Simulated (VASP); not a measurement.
Runs of VASP 6.6.1 on IrO. The structure is that of space group F-43m (No. 216), or close to it. The cells are those of the table. 

| potentials or basis | spin | cell | cutoff (eV) | gap on the mesh (eV) | pressure (GPa) | moment (μB) |
| --- | --- | --- | --- | --- | --- | --- |
| VASP PAW PBE potentials, release 64 (Ir, O) | collinear | a = 3.344 Å, angles 60.0°, 2 atoms | 520 | none | 2.2 | 0.00 |
| VASP PAW PBE potentials, release 64 (Ir, O) | collinear | a = 3.534 Å, angles 60.0°, 2 atoms | 520 | none | -21.3 | 0.00 |
| VASP PAW PBE potentials, release 64 (Ir, O) | collinear | a = 3.353 Å, angles 60.0°, 2 atoms | 520 | none | (a) | 0.00 |
| VASP PAW PBE potentials, release 64 (Ir_sv_GW, O) | off | a = 3.344 Å, angles 60.0°, 2 atoms | 660 | none | -0.5 | - |

Alike in all rows: task single point; level r2SCAN; k mesh 16 × 16 × 16; smearing gaussian 0.1 eV.

**Question.** Fill in the values left out.

**Answer.** (a) 0.5.

Caveats: the PAW data sets were made with another functional, which shifts forces and pressure a little; spin-orbit coupling is left out, which moves the levels of the heavy elements; the cell stands under tension (at least some runs); an odd number of electrons without spin polarisation forces a metal (at least some runs); a magnetic or distorted state may lie lower (at least some runs).

A k mesh can miss the band edges, and the runs leave out spin-orbit coupling on Ir.

A gap of «none» marks levels without a gap at the run's occupations.

The runs don't all hold the same shells in valence.
